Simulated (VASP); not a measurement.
# Pb2S3 (Pm-3m) in VASP: relaxation of cell and atoms with r2SCAN+rVV10

Aim: the relaxation of cell and atoms of Pb2S3 with r2SCAN+rVV10.

Program: VASP 6.6.1. These are calculated values, not measurements. Logs are shortened: lines on timing, memory, paths and dates and some standing lists are left out, and cuts for length are marked.

### 1 The cell of the first run

It takes space group Pm-3m (No. 221, cubic). Conventional cell: a = 5.093 Å, b = 5.093 Å, c = 5.093 Å, α = 90.00°, β = 90.00°, γ = 90.00°. Pb (site symmetry m-3m) has 12 S at 3.60 Å and 8 Pb at 4.41 Å within 4.7 Å. Pb (site symmetry m-3m) has 6 S at 2.55 Å within 3.4 Å. Within 3.4 Å of S (site symmetry 4/mmm) lie 2 Pb at 2.55 Å.

### 2 Relaxation of cell and atoms, r2SCAN+rVV10

POSCAR reads:

```
Pb2S3
1.0
    5.0930996250      0.0000000000      0.0000000000
    0.0000000000      5.0930996250      0.0000000000
    0.0000000000      0.0000000000      5.0930996250
Pb S
2 3
Direct
    0.0000000000      0.0000000000      0.0000000000
    0.5000000000      0.5000000000      0.5000000000
    0.5000000000      0.5000000000      0.0000000000
    0.5000000000      0.0000000000      0.5000000000
    0.0000000000      0.5000000000      0.5000000000
```

INCAR.step1 reads:

```
ALGO     = Normal         # electronic algorithm
EDIFF    = 1E-4           # SCF threshold, eV
ENCUT    = 600            # plane-wave cutoff, eV
GGA      = PE             # functional
ISMEAR   = -1             # smearing method
LASPH    = True           # aspherical terms in the spheres
LCHARG   = False          # write CHGCAR
LREAL    = False          # projectors in reciprocal space
LWAVE    = True           # write WAVECAR
NELM     = 80             # most SCF steps
PREC     = Accurate       # precision mode
SIGMA    = 0.03           # smearing width, eV
```

INCAR.step2 reads:

```
ALGO     = Normal         # electronic algorithm
BPARAM   = 11.95        
CPARAM   = 0.0093       
EDIFF    = 1E-6           # SCF threshold, eV
EDIFFG   = -0.01          # ionic threshold
ENCUT    = 600            # plane-wave cutoff, eV
IBRION   = 2              # ionic algorithm
ISIF     = 3              # what is computed and relaxed
ISMEAR   = -1             # smearing method
ISTART   = 1            
IVDW_NL  = 2            
LASPH    = True           # aspherical terms in the spheres
LCHARG   = False          # write CHGCAR
LMIXTAU  = True         
LREAL    = False          # projectors in reciprocal space
LUSE_VDW = True         
LWAVE    = False          # write WAVECAR
METAGGA  = R2SCAN         # meta-GGA
NELM     = 80             # most SCF steps
NSW      = 100            # ionic steps
PREC     = Accurate       # precision mode
SIGMA    = 0.03           # smearing width, eV
```

KPOINTS reads:

```
k-points
0
Gamma
  4 4 4
```

Potentials or basis: VASP PAW PBE potentials, release 64 (Pb_d, S).

Started as:

```sh
$ cat potpaw_PBE.64/Pb_d/POTCAR potpaw_PBE.64/S/POTCAR > POTCAR
$ cp INCAR.step1 INCAR
$ mpirun -np 1 vasp_std > vasp.out
$ cp INCAR.step2 INCAR
$ mpirun -np 1 vasp_std > vasp.out
```

OUTCAR:

```text
BPARAM = 11.95
   EDIFF = 1E-6
   EDIFFG = -0.01
   ENCUT = 600
   IBRION = 2
   ISIF = 3
   ISMEAR = -1
   ISTART = 1
   IVDW_NL = 2
   LASPH = True
   LREAL = False
   METAGGA = R2SCAN
   NELM = 80
   NSW = 100
   PREC = Accurate

 ion  position               nearest neighbor table
   1  0.000  0.000  0.000-
   2  0.500  0.500  0.500-   3 2.55   4 2.55   5 2.55   3 2.55   4 2.55   5 2.55
   3  0.500  0.500  0.000-   2 2.55   2 2.55
   4  0.500  0.000  0.500-   2 2.55   2 2.55
   5  0.000  0.500  0.500-   2 2.55   2 2.55

  LATTYP: Found a simple cubic cell.
 ALAT       =     5.0930996250

  Lattice vectors:

 A1 = (   5.0930996250,   0.0000000000,   0.0000000000)
 A2 = (   0.0000000000,   5.0930996250,   0.0000000000)
 A3 = (   0.0000000000,   0.0000000000,   5.0930996250)

Analysis of symmetry for initial positions (statically):
=====================================================================
 Subroutine PRICEL returns:
 Original cell was already a primitive cell.

 Routine SETGRP: Setting up the symmetry group for a
 simple cubic supercell.

 Subroutine GETGRP returns: Found 48 space group operations
 (whereof 48 operations were pure point group operations)
 out of a pool of 48 trial point group operations.

The static configuration has the point symmetry O_h .

Analysis of symmetry for dynamics (positions and initial velocities):
=====================================================================
 Subroutine PRICEL returns:
 Original cell was already a primitive cell.

 Routine SETGRP: Setting up the symmetry group for a
 simple cubic supercell.

 Subroutine GETGRP returns: Found 48 space group operations
 (whereof 48 operations were pure point group operations)
 out of a pool of 48 trial point group operations.

The dynamic configuration has the point symmetry O_h .

 Subroutine INISYM returns: Found 48 space group operations
 (whereof 48 operations are pure point group operations),
 and found     1 'primitive' translations

----------------------------------------------------------------------------------------

                                     Primitive cell

  volume of cell :     132.1133

  direct lattice vectors                    reciprocal lattice vectors
     5.093099625  0.000000000  0.000000000     0.196344088  0.000000000  0.000000000
     0.000000000  5.093099625  0.000000000     0.000000000  0.196344088  0.000000000
     0.000000000  0.000000000  5.093099625     0.000000000  0.000000000  0.196344088

  length of vectors
     5.093099625  5.093099625  5.093099625     0.196344088  0.196344088  0.196344088

  position of ions in fractional coordinates (direct lattice)
     0.000000000  0.000000000  0.000000000
     0.500000000  0.500000000  0.500000000
     0.500000000  0.500000000  0.000000000
     0.500000000  0.000000000  0.500000000
     0.000000000  0.500000000  0.500000000

  ion indices of the primitive-cell ions
   primitive index   ion index
                 1           1
                 2           2
                 3           3
                 4           4
                 5           5

----------------------------------------------------------------------------------------

 KPOINTS: k-points

Automatic generation of k-mesh.
 Grid dimensions read from file:
 generate k-points for:    4    4    4

 Generating k-lattice:

  Cartesian coordinates                     Fractional coordinates (reciprocal lattice)
     0.049086022  0.000000000  0.000000000     0.250000000  0.000000000  0.000000000
     0.000000000  0.049086022  0.000000000     0.000000000  0.250000000  0.000000000
     0.000000000  0.000000000  0.049086022     0.000000000  0.000000000  0.250000000

  Length of vectors
     0.049086022  0.049086022  0.049086022

  Shift w.r.t. Gamma in fractional coordinates (k-lattice)
     0.000000000  0.000000000  0.000000000

 Subroutine IBZKPT returns following result:
 ===========================================

 Found     10 irreducible k-points:

 Following reciprocal coordinates:
            Coordinates               Weight
  0.000000  0.000000  0.000000      1.000000
  0.250000  0.000000  0.000000      6.000000
  0.500000  0.000000  0.000000      3.000000
  0.250000  0.250000  0.000000     12.000000
  0.500000  0.250000  0.000000     12.000000
  0.500000  0.500000  0.000000      3.000000
  0.250000  0.250000  0.250000      8.000000
  0.500000  0.250000  0.250000     12.000000
  0.500000  0.500000  0.250000      6.000000
  0.500000  0.500000  0.500000      1.000000
   k-points           NKPTS =     10   k-points in BZ     NKDIM =     10   number of bands    NBANDS=     27
   number of dos      NEDOS =    301   number of ions     NIONS =      5
   total plane-waves  NPLWV =  74088
   dimension x,y,z NGX =    42 NGY =   42 NGZ =   42
   dimension x,y,z NGXF=    84 NGYF=   84 NGZF=   84
   ions per type =               2   3
   NGX,Y,Z   is equivalent  to a cutoff of  13.71, 13.71, 13.71 a.u.
   NGXF,Y,Z  is equivalent  to a cutoff of  27.42, 27.42, 27.42 a.u.
 SYSTEM =  unknown system
   PREC   = accura    normal or accurate (medium, high low for compatibility)
   ISTART =      1    job   : 0-new  1-cont  2-samecut
   ICHARG =      0    charge: 1-file 2-atom 10-const
   ISPIN  =      1    spin polarized calculation?
   LNONCOLLINEAR =      F non collinear calculations
   LSORBIT =      F    spin-orbit coupling
   LASPH  =      T    aspherical Exc in radial PAW
   ENCUT  =  600.0 eV  44.10 Ry    6.64 a.u.  10.17 10.17 10.17*2*pi/ulx,y,z
   NELM   =     80;   NELMIN=  2; NELMDL=  0     # of ELM steps
   EDIFF  = 0.1E-05   stopping-criterion for ELM
   LREAL  =      F    real-space projection
   EDIFFG = -.1E-01   stopping-criterion for IOM
   NSW    =    100    number of steps for IOM
   IBRION =      2    ionic relax: 0-MD 1-quasi-New 2-CG
   NFREE  =      1    steps in history (QN), initial steepest desc. (CG)
   ISIF   =      3    stress and relaxation
   ISYM   =      2    0-nonsym 1-usesym 2-fastsym
   POTIM  = 0.5000    time-step for ionic-motion
   TEBEG  =    0.0;   TEEND  =   0.0 temperature during run
   PSTRESS=    0.0 pullay stress
   NELECT =      46.0000    total number of electrons
   NUPDOWN=      -1.0000    fix difference up-down
   EMIN   =  10.00;   EMAX   =-10.00  energy-range for DOS
   EFERMI =   0.00;   METHOD = LEGACY
   ISMEAR =    -1;   SIGMA  =   0.03  broadening in eV -4-tet -1-fermi 0-gaus
   EFERMI_NEDOS =   21; number of points for ismear=-14 and -15
   IALGO  =     38    algorithm
   IMIX   =      4    mixing-type and parameters
     AMIX     =   0.40;   BMIX     =  1.00
     AMIX_MAG =   1.60;   BMIX_MAG =  1.00
  volume/ion in A,a.u.               =      26.42       178.31
  Fermi-wavevector in a.u.,A,eV,Ry     =   1.151716  2.176427 18.047434  1.326449
  Thomas-Fermi vector in A             =   2.288371
   LORBIT       =      0    0 simple, 1 ext, 2 COOP (PROOUT), +10 PAW based schemes
   METAGGA = R2SCAN    functional components
   LHFCALC =     F    Hartree Fock is set to
   AEXX    =    0.0000 exact exchange contribution
   IVDW_NL    =     2    kernel type
   BPARAM     =11.9500
   IVDW    =     0    specifies the selected vdW correction
   LEPSILON=     F    determine dielectric tensor
   LRPA    =     F    only Hartree local field effects (RPA)
 conjugate gradient relaxation of ions
 non-spin polarized calculation
  energy-cutoff  :      600.00
  volume of cell :      132.11
 maximum number of plane-waves:      4436
 NGX is ok and might be reduce to    42
   NGX = 21   NGY = 21   NGZ = 21

--------------------------------------- Ionic step        1  -------------------------------------------

 number of electron      46.0000003 magnetization

 Free energy of the ion-electron system (eV)
  ---------------------------------------------------
  ext. energy  EPLUGINS =         0.00000000
  ---------------------------------------------------
  free energy    TOTEN  =      -135.01068319 eV

  energy without entropy =     -134.99787018  energy(sigma->0) =     -135.00427669

------------------------ aborting loop because EDIFF is reached ----------------------------------------

  FORCE on cell =-STRESS in cart. coord.  units (eV):
  Direction    XX          YY          ZZ          XY          YZ          ZX
  --------------------------------------------------------------------------------------
  -------------------------------------------------------------------------------------
  Total        0.4376909      0.4376909      0.4376909     -0.0000000      0.0000000      0.0000000
  in kB        5.3080082      5.3080082      5.3080082     -0.0000000      0.0000000      0.0000000
  external PRESSURE =       5.3080082 kB  Pullay stress =       0.0000000 kB
[... 63 lines left out ...]
  energy  without entropy=     -134.9997576649  energy(sigma->0) =     -135.00616049

--------------------------------------- Ionic step        3  -------------------------------------------

 number of electron      45.9999998 magnetization

 Free energy of the ion-electron system (eV)
  ---------------------------------------------------
  ext. energy  EPLUGINS =         0.00000000
  ---------------------------------------------------
  free energy    TOTEN  =      -135.01278054 eV

  energy without entropy =     -134.99994522  energy(sigma->0) =     -135.00636288

 E-fermi :   4.1767     XC(G=0):  -9.8949

 val. band max:        3.9149057056   @ k =   0.2500   0.0000   0.0000
 cond. band min:       4.2137405675   @ k =   0.2500   0.2500   0.2500
 fundamental gap:      0.2988348619
 Fermi energy:         4.1767339729

 k-point     1 :       0.0000    0.0000    0.0000
  band No.  band energies     occupation
      1     -13.9465      2.00000
      2     -13.9465      2.00000
      3     -13.9392      2.00000
      4     -13.9392      2.00000
      5     -13.9392      2.00000
      6     -13.4231      2.00000
[... 321 lines left out ...]
  FREE ENERGIE OF THE ION-ELECTRON SYSTEM (eV)
  ---------------------------------------------------
  free  energy   TOTEN  =      -135.0127805354 eV

  energy  without entropy=     -134.9999452182  energy(sigma->0) =     -135.00636288

 reached required accuracy - stopping structural energy minimisation
```

Wall time 12 min (1 thread of Intel Xeon Platinum 8259CL at 2.50GHz (Skylake/Cascade Lake), shared host); peak memory 0.56 GiB.

Results:

- Free energy: -135.0128 eV
- Relaxed volume: 26.68 Å³/atom
- Relaxed cell: a = 5.109 Å, b = 5.109 Å, c = 5.109 Å, α = 90.00°, β = 90.00°, γ = 90.00°
- Space group after relaxing (to 0.1 Å): Pm-3m (No. 221)
- Energy gained by relaxing: 0.4 meV/atom
- Ionic steps: 3
- Pressure after relaxing: 0.0 GPa
- Band gap on the k mesh: zero (bands 23 and 24 overlap by 1.11 eV)

The path:
| step | energy change (eV) | largest force (eV/Å) | pressure (GPa) | volume (Å³) |
| --- | --- | --- | --- | --- |
| 1 | 0.0000 | 0.0000 | 0.53 | 132.11 |
| 2 | -0.0019 | 0.0000 | -0.17 | 133.79 |
| 3 | -0.0021 | 0.0000 | -0.01 | 133.38 |

Final structure:
```
Pb S
1.0
     5.10938    0.00000    0.00000
     0.00000    5.10938    0.00000
     0.00000    0.00000    5.10938
Pb S
2 3
Direct
  0.00000 0.00000 0.00000
  0.50000 0.50000 0.50000
  0.50000 0.50000 0.00000
  0.50000 0.00000 0.50000
  0.00000 0.50000 0.50000
```

Caveat: the PAW data sets were made with another functional, which shifts forces and pressure a little; spin-orbit coupling is left out, which moves the levels of the heavy elements.

The gap in the log of VASP goes by the Fermi energy; the results here count the filled bands.